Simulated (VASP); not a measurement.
# H3CCl in VASP: a series of runs, part 2 of 2

VASP 6.6.1. The steps go on from the part before.

**3. Single point, PBE**

INCAR

```
SYSTEM = H3CCl
PREC     = Accurate       ! precision mode
ENCUT    = 520            ! plane-wave cutoff, eV
EDIFF    = 1E-6           ! SCF threshold, eV
ISMEAR   = -1             ! smearing method
SIGMA    = 0.05           ! smearing width, eV
LREAL    = Auto         
LASPH    = .True.         ! aspherical terms in the spheres
NELM     = 60             ! most SCF steps
ALGO     = Normal         ! electronic algorithm
ISIF     = 2              ! what is computed and relaxed
LWAVE    = .False.        ! write WAVECAR
LCHARG   = .False.        ! write CHGCAR
GGA      = PE             ! functional
NBANDS   = 82             ! bands
```

KPOINTS

```
regular mesh
0
Gamma
  1 1 1
  0 0 0
```

POSCAR

```
H3CCl
1.0
    9.0287150000      0.0000000000      0.0000000000
    0.0000000000      9.0287150000      0.0000000000
    0.0000000000      0.0000000000      9.0287150000
C Cl H
8 8 24
Direct
    0.3855593534      0.4395387107      0.3447846618
    0.9851297337      0.7250229925      0.6289457822
    0.0532183253      0.1983857892      0.6865615596
    0.5893674813      0.5041236015      0.7662374997
    0.3343742037      0.9402820097      0.9848479091
    0.9027258751      0.2783809390      0.2795660943
    0.5410210833      0.9159624675      0.5017245888
    0.8278474863      0.8127232970      0.0457312547
    0.5691777685      0.5170298294      0.3726613833
    1.0021959361      0.6365957292      0.4516330100
    0.1719524220      0.0998904459      0.5589616383
    0.5914237641      0.4856257508      0.9655679668
    0.2922089983      0.8447795559      1.1535131622
    1.0217707335      0.3612304113      0.1439305610
    0.6380768191      0.9853899829      0.6621463005
    0.8740291454      1.0006084927      0.0014072728
    0.3647986004      0.4373969401      0.2256944287
    0.3850009799      0.3281847912      0.3924533083
    0.3054461229      0.5115793514      0.4003709293
    1.0787844774      0.8006676811      0.6428223098
    0.8808590828      0.7867658094      0.6317741939
    0.9861094846      0.6389868533      0.7144969796
   -0.0574971044      0.1492197690      0.6804071303
    0.0981315280      0.1867043288      0.7985763510
    0.0515345531      0.3154324587      0.6528605033
    0.4887811925      0.4512543396      0.7241668932
    0.5904876136      0.6221946379      0.7381582953
    0.6879049386      0.4491620028      0.7213215040
    0.4107850931      1.0309139617      1.0094223538
    0.3861995316      0.8621491756      0.9081943245
    0.2308257708      0.9831075206      0.9388644069
    0.9208571058      0.1584874208      0.2781423983
    0.9316072092      0.3261310153      0.3870838918
    0.7878830255      0.3053514465      0.2512176274
    0.4582513005      0.9977591805      0.4682563767
    0.6218329066      0.8982711493      0.4132549373
    0.4874130898      0.8115203305      0.5322974529
    0.7152011539      0.7903285406      0.0075187417
    0.9072131404      0.7403766248     -0.0099191479
    0.8358990741      0.7978307652      0.1656424649
```

Potentials or basis: VASP PAW PBE potentials, release 64 (C, Cl, H).

On the command line:

```console
$ cat potpaw_PBE.64/C/POTCAR potpaw_PBE.64/Cl/POTCAR potpaw_PBE.64/H/POTCAR > POTCAR
$ mpirun -np 1 vasp_gam > vasp.out
```

OUTCAR:

```text
SYSTEM = H3CCl
   PREC = Accurate
   ENCUT = 520
   EDIFF = 1E-6
   ISMEAR = -1
   LREAL = Auto
   LASPH = .True.
   NELM = 60
   ISIF = 2
   GGA = PE

 ion  position               nearest neighbor table
   1  0.386  0.440  0.345-  17 1.09  18 1.09  19 1.09   9 1.82
   2  0.985  0.725  0.629-  20 1.09  21 1.09  22 1.10  10 1.80
   3  0.053  0.198  0.687-  24 1.09  23 1.10  25 1.10  11 1.81
   4  0.589  0.504  0.766-  26 1.09  27 1.10  28 1.10  12 1.81
   5  0.334  0.940  0.985-  29 1.09  30 1.09  31 1.09  13 1.79
   6  0.903  0.278  0.280-  33 1.09  32 1.09  34 1.10  14 1.79
   7  0.541  0.916  0.502-  35 1.09  36 1.09  37 1.10  15 1.81
   8  0.828  0.813  0.046-  39 1.09  38 1.09  40 1.09  16 1.79
   9  0.569  0.517  0.373-   1 1.82
  10  0.002  0.637  0.452-   2 1.80
  11  0.172  0.100  0.559-   3 1.81
  12  0.591  0.486  0.966-   4 1.81
  13  0.292  0.845  0.154-   5 1.79
  14  0.022  0.361  0.144-   6 1.79
[... 24 lines left out ...]
  39  0.907  0.740  0.990-   8 1.09
  40  0.836  0.798  0.166-   8 1.09

  LATTYP: Found a simple cubic cell.
 ALAT       =     9.0287150000

  Lattice vectors:

[... 236 lines left out ...]

 k-point     1 :       0.0000    0.0000    0.0000
  band No.  band energies     occupation
      1     -18.1780      2.00000
      2     -18.1279      2.00000
      3     -18.1072      2.00000
      4     -17.9742      2.00000
      5     -17.9432      2.00000
      6     -17.8944      2.00000
[... 60 lines left out ...]
     67       3.5532      0.00000
     68       3.6974      0.00000
 [bands above 68 left out]

------------------------ aborting loop because EDIFF is reached ----------------------------------------

  FORCE on cell =-STRESS in cart. coord.  units (eV):
  Direction    XX          YY          ZZ          XY          YZ          ZX
  --------------------------------------------------------------------------------------
  -------------------------------------------------------------------------------------
  Total       -1.0838948     -0.4977143     -1.8561081     -0.2384492      0.2544491      0.2005549
  in kB       -2.3594995     -1.0834600     -4.0405084     -0.5190732      0.5539030      0.4365822
  external PRESSURE =      -2.4944893 kB  Pullay stress =       0.0000000 kB

 VOLUME and BASIS-vectors are now :
 -----------------------------------------------------------------------------
  energy-cutoff  :      520.00
  volume of cell :      736.00
      direct lattice vectors                 reciprocal lattice vectors
     9.028715000  0.000000000  0.000000000     0.110757732  0.000000000  0.000000000
     0.000000000  9.028715000  0.000000000     0.000000000  0.110757732  0.000000000
     0.000000000  0.000000000  9.028715000     0.000000000  0.000000000  0.110757732

 POSITION                                       TOTAL-FORCE (eV/Angst)
 -----------------------------------------------------------------------------------
      3.48111      3.96847      3.11296         0.311069      0.185945      0.063287
      8.89446      6.54603      5.67857         0.024388     -0.058751     -0.030838
      0.48049      1.79117      6.19877         0.133811      0.043376     -0.190256
      5.32123      4.55159      6.91814         0.039611     -0.046580      0.135579
      3.01897      8.48954      8.89191        -0.005168     -0.040679      0.064888
      8.15045      2.51342      2.52412        -0.018609     -0.002304     -0.022780
[... 32 lines left out ...]
      8.19097      6.68465      8.93916         0.007771     -0.056746      0.004983
      7.54709      7.20339      1.49554         0.025983      0.011401      0.020175
 -----------------------------------------------------------------------------------
    total drift:                                0.006082      0.021850     -0.008352

  FREE ENERGIE OF THE ION-ELECTRON SYSTEM (eV)
  ---------------------------------------------------
  free  energy   TOTEN  =      -180.0151855696 eV

  energy  without entropy=     -180.0151855696  energy(sigma->0) =     -180.01518557
```

stdout:

```text
POSCAR found type information on POSCAR C ClH
 POSCAR found :  3 types and      40 ions
 scaLAPACK will be used
 LDA part: xc-table for (Slater+PW92), standard interpolation
 POSCAR, INCAR and KPOINTS ok, starting setup
 FFT: planning ... GRIDC
 FFT: planning ... GRID_SOFT
 FFT: planning ... GRID
 WAVECAR not read
 entering main loop
```

Wall time 95 s (1 thread of AMD EPYC 7R13 (Zen 3), shared host); peak memory 0.63 GiB.

What came out:

```
Free energy            : -180.0152 eV
Pressure               : -0.2 GPa
Largest force          : 0.368 eV/Å
Band gap on the k mesh : 5.36 eV
```

Forces on the atoms (eV/Å):
```
C    0.311  0.186  0.063
C    0.024 -0.059 -0.031
C    0.134  0.043 -0.190
C    0.040 -0.047  0.136
C   -0.005 -0.041  0.065
C   -0.019 -0.002 -0.023
C    0.068  0.053  0.136
C    0.000  0.032 -0.014
Cl  -0.299 -0.143 -0.030
Cl  -0.010  0.053  0.118
Cl  -0.191  0.153  0.233
Cl  -0.015  0.057 -0.247
Cl   0.002  0.045 -0.053
Cl  -0.030 -0.036 -0.005
Cl  -0.136 -0.080 -0.172
Cl  -0.012 -0.057  0.013
H   -0.018 -0.035 -0.005
H   -0.038  0.008 -0.025
H    0.025 -0.029 -0.014
H   -0.014 -0.004 -0.013
H    0.011 -0.013 -0.011
H    0.000  0.018 -0.009
H    0.043  0.035 -0.022
H    0.009  0.011 -0.041
H   -0.009 -0.164  0.035
H    0.038 -0.001  0.013
H    0.002 -0.056  0.061
H   -0.093  0.021  0.045
H    0.011  0.026  0.014
H    0.002 -0.017 -0.004
H   -0.014 -0.005  0.009
H    0.026  0.078 -0.012
H   -0.022 -0.022 -0.012
H    0.076 -0.003 -0.016
H    0.026  0.016  0.032
H   -0.020 -0.034  0.018
H    0.063  0.055 -0.063
H    0.000  0.002 -0.005
H    0.008 -0.057  0.005
H    0.026  0.011  0.020
```

Caveat: the k points lie up to 0.70 Å⁻¹ apart.

**4. Single point, PBE**

INCAR

```
SYSTEM = H3CCl
ALGO     = Normal         ! electronic algorithm
EDIFF    = 1E-6           ! SCF threshold, eV
ENCUT    = 520            ! plane-wave cutoff, eV
GGA      = PE             ! functional
ISIF     = 2              ! what is computed and relaxed
ISMEAR   = -1             ! smearing method
LASPH    = .True.         ! aspherical terms in the spheres
LCHARG   = .True.         ! write CHGCAR
LELF     = .True.         ! ELF
LREAL    = Auto         
LVHAR    = .True.       
LWAVE    = .False.        ! write WAVECAR
NBANDS   = 82             ! bands
NELM     = 100            ! most SCF steps
PREC     = Accurate       ! precision mode
SIGMA    = 0.05           ! smearing width, eV
```

KPOINTS

```
k-points
0
Gamma
  1 1 1
  0 0 0
```

POSCAR

```
H3CCl
1.0
    9.0287150000      0.0000000000      0.0000000000
    0.0000000000      9.0287150000      0.0000000000
    0.0000000000      0.0000000000      9.0287150000
C Cl H
8 8 24
Direct
    0.3600069334      0.4330405822      0.3500608891
    0.9798625829      0.7204458220      0.6362145665
    0.0659451539      0.2025980441      0.6937310570
    0.6061770695      0.5326339352      0.7773974480
    0.3208429993      0.9241514435      0.9851789540
    0.8950332356      0.2984034827      0.3030553074
    0.5648644353      0.9326797889      0.4685162839
    0.8266181843      0.8484817607      0.0586129920
    0.5454596806      0.5024856804      0.3878514274
    0.9859321066      0.6414977104      0.4631556096
    0.1742329889      0.0926156158      0.5608107023
    0.5826299756      0.4807328618      0.9607457983
    0.3030331559      0.8435087385      1.1687266682
    1.0276213171      0.3539374097      0.1637663831
    0.6375768866      0.9781236865      0.6567822774
    0.8922975196      1.0172876207     -0.0051391588
    0.3552886540      0.4159285125      0.2261008349
    0.3451986246      0.3440024411      0.4292083646
    0.2919352311      0.5336529063      0.3953497258
    1.0692219214      0.7983085079      0.6455846707
    0.8750636165      0.7681602531      0.6504580109
    1.0071311366      0.6322494397      0.7179870004
    0.0138668681      0.1209363680      0.7597980444
    0.1288333943      0.2703153217      0.7722029104
   -0.0173778882      0.2608012325      0.6332684108
    0.5630923116      0.4451020992      0.7110978694
    0.5500118234      0.6349187011      0.7479358912
    0.7232258411      0.5503662481      0.7540718696
    0.2871948001      1.0352636006      1.0025014634
    0.4369503301      0.9221024254      0.9410087704
    0.2379740639      0.8729481438      0.9089444068
    0.9137180651      0.1751633538      0.3074745410
    0.9323253641      0.3449660334      0.4069239089
    0.7785050254      0.3280311761      0.2896314703
    0.4527554586      0.9685542184      0.4922295144
    0.6198334979      1.0043732691      0.3864891073
    0.5700700487      0.8141357879      0.4491447565
    0.7246213885      0.8279251256      0.0078859505
    0.9011802898      0.7621904114      0.0404154966
    0.8215344044      0.8629577963      0.1760494157
```

On the command line:

```console
$ cat potpaw_PBE.64/C/POTCAR potpaw_PBE.64/Cl/POTCAR potpaw_PBE.64/H/POTCAR > POTCAR
$ mpirun -np 1 vasp_gam > vasp.out
```

It took 1.7 min on 1 thread of AMD EPYC 7R13 (Zen 3), shared host; peak memory 0.63 GiB.

It converged, with:

```
Free energy            : -178.7250 eV
Pressure               : 0.8 GPa
Largest force          : 2.696 eV/Å
Band gap on the k mesh : 5.32 eV
```

Forces in eV/Å, atoms in the order of the input:
```
C   -0.194  2.660  0.394
C    1.553 -1.231  1.244
C    0.805 -0.664 -0.192
C    0.450  0.559 -0.582
C    0.094 -0.853 -0.242
C    0.881 -1.655  0.137
C   -0.080  0.915  1.320
C    0.214  0.832  0.975
Cl   0.369 -0.129 -0.120
Cl   0.082 -0.623 -1.581
Cl  -0.168  0.789  0.588
Cl  -0.149 -0.006  1.172
Cl   0.233 -0.060 -0.618
Cl  -0.671  0.345  0.053
Cl   0.305 -0.344 -0.767
Cl   0.588  1.015 -0.622
H   -0.365 -0.124  1.393
H   -0.229 -0.683 -0.451
H    0.470 -1.689 -1.252
H    0.315  0.830 -0.021
H   -1.394  0.783  0.544
H   -0.516  0.332 -0.124
H   -0.728 -0.895  0.628
H    0.502  0.191 -0.564
H   -0.380  0.646 -0.486
H   -0.223 -0.694 -0.763
H   -0.351  0.281  0.256
H    0.239 -0.173 -0.009
H   -0.227  1.268 -0.006
H   -0.779 -0.316  0.426
H    0.667 -0.009  0.436
H   -0.534  0.847  0.076
H    0.209  0.256  0.299
H    0.104  0.174 -0.742
H   -0.458 -0.054 -0.740
H   -0.038 -0.339  0.237
H    0.265 -0.157 -0.069
H   -1.662 -0.453 -0.522
H    1.345 -1.372 -0.623
H   -0.543 -0.199  0.919
```

Stress tensor (GPa, compression positive):
```
 1.06  0.29  0.31
 0.29  1.10 -0.32
 0.31 -0.32  0.20
```

Levels at points of the mesh, in eV from the valence-band top:
```csv
k point,band 53,band 54,band 55,band 56,band 57,band 58,band 59,band 60
"(0.00, 0.00, 0.00)",-0.17,-0.11,-0.03,0.00,5.32,5.45,5.72,5.83
```

Caveat: the k points lie up to 0.70 Å⁻¹ apart.

**5. Overview**

| cell | gap on the mesh (eV) | pressure (GPa) | largest force (eV/Å) |
| --- | --- | --- | --- |
| as given, atomic positions A | 5.25 | -1.0 | 3.95 |
| as given, atomic positions B | 5.36 | -0.2 | 0.37 |
| as given, atomic positions C | 5.32 | 0.8 | 2.70 |

Alike in all rows: task single point; level PBE; potentials or basis VASP PAW PBE potentials, release 64 (C, Cl, H); no spin polarisation; k mesh 1 × 1 × 1; cutoff (eV) 520; smearing fermi-dirac 0.05 eV.

Caveats: all runs use coarse meshes; the atoms stand as in a frame of molecular dynamics (at least some runs).

Absolute energies hang on the potentials; compare differences alone.
